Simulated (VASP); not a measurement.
Here is a VASP 6.6.1 calculation.

INCAR

```
PREC = Accurate
ENCUT = 520
EDIFF = 1E-7
ISMEAR = -1
SIGMA = 0.05
LREAL = F
LASPH = T
NELM = 60
ALGO = Fast
ISIF = 2
LWAVE = F
LCHARG = F
GGA = PE
NBANDS = 12
```

The input KPOINTS:

```
Automatic mesh
0
Gamma
  12 12 12
```

POSCAR

```
Zn
1.0
    0.0039870000      2.0045680000      1.9670160000
    1.9566530000     -0.0043170000      1.9753200000
    1.9274130000      1.9836310000      0.0249230000
Zn
1
Direct
   -0.0277730000      0.0115580000      0.0100190000
```

Potentials or basis: VASP PAW PBE potentials, release 64 (Zn).

The run is started by

```sh
$ cat potpaw_PBE.64/Zn/POTCAR > POTCAR
$ mpirun -np 1 vasp_std > vasp.out
```

Problem. Estimate the band gap on the k mesh.

Solution. Zero (band 6 reaches 5.25 eV, above the bottom of band 7 at 1.56 eV).

Problem. Predict the pressure.

Solution. 0.3 GPa.

Stress tensor (GPa, compression positive):
```
 0.41 -0.66  0.56
-0.66 -0.32  0.46
 0.56  0.46  0.76
```

Caveat: the cell differs from its parent crystal (the cell strained at random).
